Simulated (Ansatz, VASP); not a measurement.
**Ga3Sb2P: VASP beside Ansatz**

```
CELL_PARAMETERS angstrom
-2.08774 2.08774 8.86683
2.08774 -2.08774 8.86683
2.08774 2.08774 -8.86683
ATOMIC_POSITIONS crystal
P 0.00000 0.00000 0.00000
Ga 0.57219 0.07219 0.50000
Ga 0.25000 0.75000 0.50000
Ga 0.92781 0.42781 0.50000
Sb 0.66126 0.66126 0.00000
Sb 0.33874 0.33874 0.00000
```

Alike in both runs: task single point; functional PBE; k mesh 8 × 8 × 8; occupations fermi-dirac, width 0.02 eV; no spin polarisation.

|  | VASP | Ansatz |
| --- | --- | --- |
| version | VASP 6.6.1 | Ansatz 0.2.0 |
| potentials or method | VASP PAW PBE potentials, release 64 (P, Ga_d, Sb) | plane waves, PAW |
| plane-wave cutoff (eV) | 520 | 420 |
| valence electrons in the cell | 54 | 74 |

|  | VASP | Ansatz | Ansatz less VASP |
| --- | --- | --- | --- |
| pressure (GPa) | 2.2 | 2.1 | -0.07 |
| rms of the force components (eV/Å) | 0.024 | 0.021 | -0.0024 |

VASP's potentials hold 54 valence electrons a cell and Ansatz's 74, so a difference there can come from the potentials and not from the codes.

Neither program's run includes spin-orbit coupling.
